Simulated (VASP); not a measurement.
# KCl (Fm-3m) in VASP: single point with PBEsol

Aim: the single point of KCl with PBEsol.

All numbers are computed with VASP 6.6.1; they aren't measurements. Logs are shortened: lines on timing, memory, paths and dates and some standing lists are left out, and cuts for length are marked.

### 1 The cell of the first run

The structure is cubic, space group Fm-3m (No. 225). Conventional cell: a = 6.244 Å, b = 6.244 Å, c = 6.244 Å, α = 90.00°, β = 90.00°, γ = 90.00°. Cl (site symmetry m-3m) has 6 K at 3.12 Å within 4.1 Å. Within 4.1 Å of K (site symmetry m-3m) lie 6 Cl at 3.12 Å.

### 2 Single point, PBEsol

The input, INCAR:

```
SYSTEM = KCl
PREC     = Accurate       ! precision mode
ENCUT    = 500            ! plane-wave cutoff, eV
EDIFF    = 1E-6           ! SCF threshold, eV
ISMEAR   = -1             ! smearing method
SIGMA    = 0.05           ! smearing width, eV
LREAL    = Auto         
LASPH    = .True.         ! aspherical terms in the spheres
NELM     = 120            ! most SCF steps
ALGO     = Normal         ! electronic algorithm
ISIF     = 2              ! what is computed and relaxed
LWAVE    = .False.        ! write WAVECAR
LCHARG   = .False.        ! write CHGCAR
GGA      = PS             ! functional
ISYM     = -1           
NBANDS   = 294            ! bands
GGA_COMPAT= .False.
```

The input, KPOINTS:

```
explicit points
1
Reciprocal
  0.25000000   0.25000000   0.25000000 1
```

The input, POSCAR:

```
KCl
1.0
   12.4872680000      0.0000000000      0.0000000000
    0.0000000000     12.4872680000      0.0000000000
    0.0000000000      0.0000000000     12.4872680000
Cl K
32 32
Direct
    0.2500000000      0.0000000000      0.0000000000
    0.2500000000      0.0000000000      0.5000000000
    0.2500000000      0.5000000000      0.0000000000
    0.2500000000      0.5000000000      0.5000000000
    0.7500000000      0.0000000000      0.0000000000
    0.7500000000      0.0000000000      0.5000000000
    0.7500000000      0.5000000000      0.0000000000
    0.7500000000      0.5000000000      0.5000000000
    0.0000000000      0.2500000000      0.0000000000
    0.0000000000      0.2500000000      0.5000000000
    0.0000000000      0.7500000000      0.0000000000
    0.0000000000      0.7500000000      0.5000000000
    0.5000000000      0.2500000000      0.0000000000
    0.5000000000      0.2500000000      0.5000000000
    0.5000000000      0.7500000000      0.0000000000
    0.5000000000      0.7500000000      0.5000000000
    0.0000000000      0.0000000000      0.2500000000
    0.0000000000      0.0000000000      0.7500000000
    0.0000000000      0.5000000000      0.2500000000
    0.0000000000      0.5000000000      0.7500000000
    0.5000000000      0.0000000000      0.2500000000
    0.5000000000      0.0000000000      0.7500000000
    0.5000000000      0.5000000000      0.2500000000
    0.5000000000      0.5000000000      0.7500000000
    0.2500000000      0.2500000000      0.2500000000
    0.2500000000      0.2500000000      0.7500000000
    0.2500000000      0.7500000000      0.2500000000
    0.2500000000      0.7500000000      0.7500000000
    0.7500000000      0.2500000000      0.2500000000
    0.7500000000      0.2500000000      0.7500000000
    0.7500000000      0.7500000000      0.2500000000
    0.7500000000      0.7500000000      0.7500000000
    0.0000000000      0.0000000000      0.0000000000
    0.0000000000      0.0000000000      0.5000000000
    0.0000000000      0.5000000000      0.0000000000
    0.0000000000      0.5000000000      0.5000000000
    0.5000000000      0.0000000000      0.0000000000
    0.5000000000      0.0000000000      0.5000000000
    0.5000000000      0.5000000000      0.0000000000
    0.5000000000      0.5000000000      0.5000000000
    0.2500000000      0.2500000000      0.0000000000
    0.2500000000      0.2500000000      0.5000000000
    0.2500000000      0.7500000000      0.0000000000
    0.2500000000      0.7500000000      0.5000000000
    0.7500000000      0.2500000000      0.0000000000
    0.7500000000      0.2500000000      0.5000000000
    0.7500000000      0.7500000000      0.0000000000
    0.7500000000      0.7500000000      0.5000000000
    0.2500000000      0.0000000000      0.2500000000
    0.2500000000      0.0000000000      0.7500000000
    0.2500000000      0.5000000000      0.2500000000
    0.2500000000      0.5000000000      0.7500000000
    0.7500000000      0.0000000000      0.2500000000
    0.7500000000      0.0000000000      0.7500000000
    0.7500000000      0.5000000000      0.2500000000
    0.7500000000      0.5000000000      0.7500000000
    0.0000000000      0.2500000000      0.2500000000
    0.0000000000      0.2500000000      0.7500000000
    0.0000000000      0.7500000000      0.2500000000
    0.0000000000      0.7500000000      0.7500000000
    0.5000000000      0.2500000000      0.2500000000
    0.5000000000      0.2500000000      0.7500000000
    0.5000000000      0.7500000000      0.2500000000
    0.5000000000      0.7500000000      0.7500000000
```

Potentials or basis: VASP PAW PBE potentials, release 64 (Cl, K_sv).

Started as:

```console
> cat potpaw_PBE.64/Cl/POTCAR potpaw_PBE.64/K_sv/POTCAR > POTCAR
> mpirun -np 1 vasp_std > vasp.out
```

OUTCAR:

```text
SYSTEM = KCl
   PREC = Accurate
   ENCUT = 500
   EDIFF = 1E-6
   ISMEAR = -1
   LREAL = Auto
   LASPH = .True.
   NELM = 120
   ISIF = 2
   GGA = PS
   ISYM = -1

 ion  position               nearest neighbor table
   1  0.250  0.000  0.000-  33 3.12  37 3.12  41 3.12  43 3.12  49 3.12  50 3.12
   2  0.250  0.000  0.500-  34 3.12  38 3.12  42 3.12  44 3.12  49 3.12  50 3.12
   3  0.250  0.500  0.000-  35 3.12  39 3.12  41 3.12  43 3.12  51 3.12  52 3.12
   4  0.250  0.500  0.500-  36 3.12  40 3.12  42 3.12  44 3.12  51 3.12  52 3.12
   5  0.750  0.000  0.000-  33 3.12  37 3.12  45 3.12  47 3.12  53 3.12  54 3.12
   6  0.750  0.000  0.500-  34 3.12  38 3.12  46 3.12  48 3.12  53 3.12  54 3.12
[... 56 lines left out ...]
  63  0.500  0.750  0.250-  15 3.12  16 3.12  21 3.12  23 3.12  27 3.12  31 3.12
  64  0.500  0.750  0.750-  15 3.12  16 3.12  22 3.12  24 3.12  28 3.12  32 3.12

IMPORTANT INFORMATION: All symmetrisations will be switched off!
NOSYMM: (Re-)initialisation of all symmetry stuff for point group C_1.

----------------------------------------------------------------------------------------

                                     Primitive cell

  volume of cell :    1947.1630

  direct lattice vectors                    reciprocal lattice vectors
    12.487268000  0.000000000  0.000000000     0.080081568  0.000000000  0.000000000
     0.000000000 12.487268000  0.000000000     0.000000000  0.080081568  0.000000000
     0.000000000  0.000000000 12.487268000     0.000000000  0.000000000  0.080081568

  length of vectors
    12.487268000 12.487268000 12.487268000     0.080081568  0.080081568  0.080081568

  position of ions in fractional coordinates (direct lattice)
     0.250000000  0.000000000  0.000000000
     0.250000000  0.000000000  0.500000000
     0.250000000  0.500000000  0.000000000
     0.250000000  0.500000000  0.500000000
     0.750000000  0.000000000  0.000000000
     0.750000000  0.000000000  0.500000000
[... 56 lines left out ...]
     0.500000000  0.750000000  0.250000000
     0.500000000  0.750000000  0.750000000

  ion indices of the primitive-cell ions
   primitive index   ion index
                 1           1
                 2           2
                 3           3
                 4           4
                 5           5
                 6           6
[... 56 lines left out ...]
                63          63
                64          64

----------------------------------------------------------------------------------------

 KPOINTS: explicit points

Read explicit list of k-points.

 Found      1 k-points:

 Following reciprocal coordinates:
            Coordinates               Weight
  0.250000  0.250000  0.250000      1.000000
   k-points           NKPTS =      1   k-points in BZ     NKDIM =      1   number of bands    NBANDS=    294
   number of dos      NEDOS =    301   number of ions     NIONS =     64
   total plane-waves  NPLWV = 884736
   dimension x,y,z NGX =    96 NGY =   96 NGZ =   96
   dimension x,y,z NGXF=   192 NGYF=  192 NGZF=  192
   ions per type =              32  32
   NGX,Y,Z   is equivalent  to a cutoff of  12.78, 12.78, 12.78 a.u.
   NGXF,Y,Z  is equivalent  to a cutoff of  25.56, 25.56, 25.56 a.u.
 SYSTEM =  KCl
   PREC   = accura    normal or accurate (medium, high low for compatibility)
   ISTART =      0    job   : 0-new  1-cont  2-samecut
   ICHARG =      2    charge: 1-file 2-atom 10-const
   ISPIN  =      1    spin polarized calculation?
   LNONCOLLINEAR =      F non collinear calculations
   LSORBIT =      F    spin-orbit coupling
   LASPH  =      T    aspherical Exc in radial PAW
   ENCUT  =  500.0 eV  36.75 Ry    6.06 a.u.  22.77 22.77 22.77*2*pi/ulx,y,z
   NELM   =    120;   NELMIN=  2; NELMDL= -5     # of ELM steps
   EDIFF  = 0.1E-05   stopping-criterion for ELM
   LREAL  =      T    real-space projection
   EDIFFG = 0.1E-04   stopping-criterion for IOM
   NSW    =      0    number of steps for IOM
   IBRION =     -1    ionic relax: 0-MD 1-quasi-New 2-CG
   NFREE  =      0    steps in history (QN), initial steepest desc. (CG)
   ISIF   =      2    stress and relaxation
   ISYM   =     -1    0-nonsym 1-usesym 2-fastsym
   POTIM  = 0.5000    time-step for ionic-motion
   TEBEG  =    0.0;   TEEND  =   0.0 temperature during run
   PSTRESS=    0.0 pullay stress
   NELECT =     512.0000    total number of electrons
   NUPDOWN=      -1.0000    fix difference up-down
   EMIN   =  10.00;   EMAX   =-10.00  energy-range for DOS
   EFERMI =   0.00;   METHOD = LEGACY
   ISMEAR =    -1;   SIGMA  =   0.05  broadening in eV -4-tet -1-fermi 0-gaus
   EFERMI_NEDOS =   21; number of points for ismear=-14 and -15
   IALGO  =     38    algorithm
   IMIX   =      4    mixing-type and parameters
     AMIX     =   0.40;   BMIX     =  1.00
     AMIX_MAG =   1.60;   BMIX_MAG =  1.00
  volume/ion in A,a.u.               =      30.42       205.31
  Fermi-wavevector in a.u.,A,eV,Ry     =   1.048811  1.981966 14.966480  1.100005
  Thomas-Fermi vector in A             =   2.183748
   LORBIT       =      0    0 simple, 1 ext, 2 COOP (PROOUT), +10 PAW based schemes
   GGA     = PS    functional components
   LHFCALC =     F    Hartree Fock is set to
   AEXX    =    0.0000 exact exchange contribution
   IVDW    =     0    specifies the selected vdW correction
   LEPSILON=     F    determine dielectric tensor
   LRPA    =     F    only Hartree local field effects (RPA)
 non-spin polarized calculation
  energy-cutoff  :      500.00
  volume of cell :     1947.16
 maximum number of plane-waves:     49472
 NGX is ok and might be reduce to    96
   NGX = 45   NGY = 45   NGZ = 45

 number of electron     511.9999945 magnetization

 Free energy of the ion-electron system (eV)
  ---------------------------------------------------
  ext. energy  EPLUGINS =         0.00000000
  ---------------------------------------------------
  free energy    TOTEN  =      -224.75500197 eV

  energy without entropy =     -224.75500197  energy(sigma->0) =     -224.75500197

 E-fermi :  -0.5047     XC(G=0):  -7.8227

 val. band max:       -1.8666136689   @ k =   0.2500   0.2500   0.2500
 cond. band min:       3.6754180535   @ k =   0.2500   0.2500   0.2500
 fundamental gap:      5.5420317224
 Fermi energy:        -0.5047186039

 k-point     1 :       0.2500    0.2500    0.2500
  band No.  band energies     occupation
      1     -28.7973      2.00000
      2     -28.7932      2.00000
      3     -28.7932      2.00000
      4     -28.7932      2.00000
      5     -28.7902      2.00000
      6     -28.7902      2.00000
[... 260 lines left out ...]
    267       5.1754      0.00000
    268       5.1754      0.00000
 [bands above 268 left out]

------------------------ aborting loop because EDIFF is reached ----------------------------------------

  FORCE on cell =-STRESS in cart. coord.  units (eV):
  Direction    XX          YY          ZZ          XY          YZ          ZX
  --------------------------------------------------------------------------------------
  -------------------------------------------------------------------------------------
  Total        0.3186160      0.3185660      0.3186451     -0.0244633     -0.0244723     -0.0244460
  in kB        0.2621657      0.2621246      0.2621896     -0.0201290     -0.0201365     -0.0201148
  external PRESSURE =       0.2621600 kB  Pullay stress =       0.0000000 kB

 VOLUME and BASIS-vectors are now :
 -----------------------------------------------------------------------------
  energy-cutoff  :      500.00
  volume of cell :     1947.16
      direct lattice vectors                 reciprocal lattice vectors
    12.487268000  0.000000000  0.000000000     0.080081568  0.000000000  0.000000000
     0.000000000 12.487268000  0.000000000     0.000000000  0.080081568  0.000000000
     0.000000000  0.000000000 12.487268000     0.000000000  0.000000000  0.080081568

 POSITION                                       TOTAL-FORCE (eV/Angst)
 -----------------------------------------------------------------------------------
      3.12182      0.00000      0.00000        -0.000001      0.000003      0.000005
      3.12182      0.00000      6.24363         0.000001      0.000002     -0.000002
      3.12182      6.24363      0.00000         0.000003     -0.000002      0.000003
      3.12182      6.24363      6.24363         0.000005      0.000000     -0.000005
      9.36545      0.00000      0.00000         0.000005      0.000001     -0.000002
      9.36545      0.00000      6.24363         0.000004     -0.000001     -0.000002
[... 56 lines left out ...]
      6.24363      9.36545      3.12182         0.000002      0.000008     -0.000023
      6.24363      9.36545      9.36545        -0.000005     -0.000000     -0.000002
 -----------------------------------------------------------------------------------
    total drift:                                0.000007     -0.000001     -0.000003

  FREE ENERGIE OF THE ION-ELECTRON SYSTEM (eV)
  ---------------------------------------------------
  free  energy   TOTEN  =      -224.7550019654 eV

  energy  without entropy=     -224.7550019654  energy(sigma->0) =     -224.75500197
```

Run time: 20 min. Hardware: 1 thread of Intel Xeon Platinum 8259CL at 2.50GHz (Skylake/Cascade Lake), shared host; peak memory 1.7 GiB.

Results:

```yaml
Free_energy: -224.7550 eV
Pressure: 0.0 GPa
Band_gap_on_the_k_mesh: 5.54 eV
```

Caveat: the PAW data sets were made with another functional, which shifts forces and pressure a little; a shifted mesh leaves out Γ, where band edges can lie. A k mesh can miss the band edges.
